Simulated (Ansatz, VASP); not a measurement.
ZnS: VASP beside Ansatz

```
CELL_PARAMETERS angstrom
3.80622 0.00000 0.00000
-1.90311 3.29628 0.00000
0.00000 0.00000 6.24656
ATOMIC_POSITIONS crystal
Zn 0.33333 0.66667 0.00540
Zn 0.66667 0.33333 0.50540
S 0.33333 0.66667 0.37960
S 0.66667 0.33333 0.87960
```

Alike in both runs: functional r2SCAN; k mesh 12 × 12 × 6; occupations fermi-dirac, width 0.05 eV; no spin polarisation.

Ansatz relaxed the structure, and its values are those at the end. VASP's run is a single point on that final structure, the one shown.

|  | VASP | Ansatz |
| --- | --- | --- |
| version | VASP 6.6.1 | Ansatz 0.2.0 |
| potentials or method | VASP PAW PBE potentials, release 64 (Zn, S) | PAW with Ansatz's default frozen-core files, scalar-relativistic |
| plane-wave cutoff (eV) | 520 | 500 |
| valence electrons in the cell | 36 | 36 |

|  | VASP | Ansatz | Ansatz less VASP |
| --- | --- | --- | --- |
| pressure (GPa) | 0.0 | 0.0 | -0.05 |

VASP's potentials were made for PBE, not for r2SCAN.
